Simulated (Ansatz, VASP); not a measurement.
MnHg: VASP beside Ansatz

```
Mn Hg
1.0
     3.28800    0.00000    0.00000
     0.00000    3.28800    0.00000
     0.00000    0.00000    3.31300
Mn Hg
1 1
Direct
  0.50000 0.50000 0.50000
  0.00000 0.00000 0.00000
```

Alike in both runs: task single point; functional PBE; k mesh 12 × 12 × 12; occupations gaussian, width 0.1 eV; collinear spin.

|  | VASP | Ansatz |
| --- | --- | --- |
| version | VASP 6.6.1 | Ansatz 0.2.0 |
| potentials or method | VASP PAW PBE potentials, release 64 (Mn_pv, Hg), cutoff 520 eV | scalar-relativistic, plane waves, PAW |
| valence electrons in the cell | 25 | 35 |

```csv
,VASP,Ansatz,Ansatz less VASP
gap on the k mesh at the Fermi level (eV),none,none,-
pressure (GPa),2.5,2.0,-0.50
"traceless stress, the component that is largest in VASP (GPa)",-0.12,-0.12,+0.004
net moment per atom (μB),1.95,1.94,-0.004
size of the moment on the site where the two differ most (μB),3.81,3.85,+0.045
```

Site moments also hang on the region over which each program counts them. A gap of «none» marks a metal or a gap that the smearing closes. VASP's potentials hold 25 valence electrons a cell and Ansatz's 35, so a difference there can come from the potentials and not from the codes.

Neither program's run includes spin-orbit coupling.
